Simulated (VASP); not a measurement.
Runs of VASP 6.6.1 on AlN. The structure is that of space group P3m1 (No. 156), or close to it. The cells are those of the table. 

```csv
cell,gap on the mesh (eV),pressure (GPa),largest force (eV/Å)
"a = 3.089, b = 3.089, c = 18.131 Å, angles 90.0, 90.0, 60.0°, 12 atoms",none,3.1,1.97
"a = 3.089, b = 3.089, c = 15.631 Å, angles 90.0, 90.0, 60.0°, 12 atoms",1.96,1.4,2.47
"a = 3.089, b = 3.089, c = 19.631 Å, angles 90.0, 90.0, 60.0°, 12 atoms",none,2.9,2.05
"a = 3.089, b = 3.089, c = 16.131 Å, angles 90.0, 90.0, 60.0°, 12 atoms",0.75,1.4,2.14
"a = 3.089, b = 3.089, c = 15.881 Å, angles 90.0, 90.0, 60.0°, 12 atoms",1.30,1.2,2.36
"a = 3.089, b = 3.089, c = 21.131 Å, angles 90.0, 90.0, 60.0°, 12 atoms",none,(b),(a)
"a = 3.089, b = 3.089, c = 17.131 Å, angles 90.0, 90.0, 60.0°, 12 atoms",none,2.6,2.16
"a = 3.089, b = 3.089, c = 14.831 Å, angles 90.0, 90.0, 60.0°, 12 atoms",2.85,11.9,9.09
```

Alike in all rows: task single point; level PBE; potentials or basis VASP PAW PBE potentials, release 64 (Al, N); no spin polarisation; k mesh 8 × 8 × 2; cutoff (eV) 520; smearing gaussian 0.05 eV.

Task: Fill in the values left out.

Result: (a) 2.10; (b) 2.7.

Caveats: forces of over 1 eV/Å act on the atoms, so gaps and moduli don't describe the material at rest.

A k mesh can miss the band edges.

A gap of «none» marks levels without a gap at the run's occupations.
